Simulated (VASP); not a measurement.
Write the native input for VASP 6.6.1 that does the following.

```
Task                   : electric field gradients
Functional             : PBE
Potentials or basis    : VASP PAW PBE potentials, release 64 (Sb)
Cutoff                 : 520 eV
k mesh                 : 8 × 8 × 8
Occupations            : gaussian, width 0.05 eV
Spin                   : no spin polarisation
Dipole correction      : no
Further INCAR settings : ALGO = Normal; EDIFF = 1e-08; NBANDS = 8
```

The structure of Sb lies in POSCAR:

```
Sb
1.0
    3.1488130000     -0.0335270000     -0.0271740000
   -0.0335270000      3.1743280000      0.0165460000
   -0.0271740000      0.0165460000      3.1575850000
Sb
1
Direct
    0.0013640000      0.0010940000     -0.0018370000
```

This cell differs from its parent crystal: the cell strained at random.

One way to write it, as run:

INCAR

```
SYSTEM = Sb
  ALGO = Normal
  EDIFF = 1E-8
  ENCUT = 520
  GGA = PE
  ISIF = 2
  ISMEAR = 0
  LASPH = .TRUE.
  LCHARG = .FALSE.
  LEFG = .TRUE.
  LREAL = .FALSE.
  LWAVE = .FALSE.
  NBANDS = 8
  NELM = 60
  PREC = Accurate
  SIGMA = 0.05
```

KPOINTS

```
k-points
0
G
  8 8 8
  0 0 0
```

Potentials or basis: VASP PAW PBE potentials, release 64 (Sb).

Command:

```bash
$ cat potpaw_PBE.64/Sb/POTCAR > POTCAR
$ mpirun -np 1 vasp_std > vasp.out
```

Results of the run:

| Property | Result |
| --- | --- |
| Pressure | -2.3 GPa |
| Band gap on the k mesh | zero (an odd number of electrons rules out a gap without spin polarisation) |
| Largest electric field gradient by atom | Sb +11.7 V/Å² |

Caveat: the cell differs from its parent crystal (the cell strained at random); without QUAD_EFG the Cq values of the log hold for a quadrupole moment of 1 mb, not for the nuclei; spin-orbit coupling is left out, which moves the levels of the heavy elements.

It took 26 s on 1 thread of Intel(R) Xeon(R) Platinum 8259CL CPU @ 2.50GHz (Skylake/Cascade Lake) (shared host), peak memory 0.18 GiB.
